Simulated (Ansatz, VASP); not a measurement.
## Two plane-wave programs on Sr3ReC2

```
CELL_PARAMETERS angstrom
7.32529 0.00000 0.00000
-3.66264 6.34389 0.00000
0.00000 0.00000 3.08092
ATOMIC_POSITIONS crystal
Sr 0.50000 0.00000 0.50000
Sr 0.50000 0.50000 0.50000
Sr 0.00000 0.50000 0.50000
Re 0.00000 0.00000 0.00000
C 0.33333 0.66667 0.00000
C 0.66667 0.33333 0.00000
```

Change from the starting cell: species swapped into the HoCo3B2 type (P6/mmm, No. 191).

Alike in both runs: functional PBE; k mesh 6 × 6 × 12; occupations gaussian, width 0.1 eV; no spin polarisation.

Ansatz relaxed the structure, and its values are those at the end. VASP's run is a single point on that final structure, the one shown.

```csv
,VASP,Ansatz
version,VASP 6.6.1,Ansatz 0.2.0
potentials or method,"VASP PAW PBE potentials, release 64 (Sr_sv, Re, C), cutoff 520 eV","scalar-relativistic, plane waves, PAW"
valence electrons in the cell,45,53
```

VASP gave:

```
gap on the k mesh at the Fermi level (eV) : none
pressure (GPa)                            : 0.4
```

Estimate Ansatz's values.

gap on the k mesh at the Fermi level (eV): none; pressure (GPa): 0.0.

A gap of «none» marks a metal or a gap that the smearing closes. VASP's potentials hold 45 valence electrons a cell and Ansatz's 53, so a difference there can come from the potentials and not from the codes.

Neither program's run includes spin-orbit coupling.
